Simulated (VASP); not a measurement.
Here is a VASP 6.6.1 calculation.

Contents of INCAR:

```
SYSTEM = GaB8
  PREC = Accurate
  ENCUT = 520
  EDIFF = 1E-6
  ISMEAR = 0
  SIGMA = 0.2
  LREAL = .False.
  LASPH = .True.
  NELM = 60
  ALGO = Normal
  ISIF = 2
  LWAVE = .False.
  LCHARG = .False.
  GGA = PE
  NBANDS = 28
```

File KPOINTS:

```
Automatic mesh
0
Gamma
  6 4 4
  0 0 0
```

Contents of POSCAR:

```
GaB8
1.0
    0.0000000000      0.0000000000      3.4581545979
    2.9365480933     -4.7808538467      0.0000000000
    2.9365480933      4.7808538467      0.0000000000
Ga B
1 8
Direct
    0.0000000000      0.5000000000      0.5000000000
    0.5000000000      0.1431350655      0.1431350655
    0.5000000000      0.8568649345      0.8568649345
    0.5000000000      0.2616925322      0.7383074678
    0.5000000000      0.7383074678      0.2616925322
    0.5000000000      0.0817189532      0.4104317289
    0.5000000000      0.9182810468      0.5895682711
    0.5000000000      0.4104317289      0.0817189532
    0.5000000000      0.5895682711      0.9182810468
```

Potentials or basis: VASP PAW PBE potentials, release 64 (Ga_d, B).

Command:

```bash
$ cat potpaw_PBE.64/Ga_d/POTCAR potpaw_PBE.64/B/POTCAR > POTCAR
$ mpirun -np 1 vasp_std > vasp.out
```

(1) What does it give for the largest force?

(2) What does it give for the pressure?

Answers

(1) 0.085 eV/Å.

(2) 0.5 GPa.
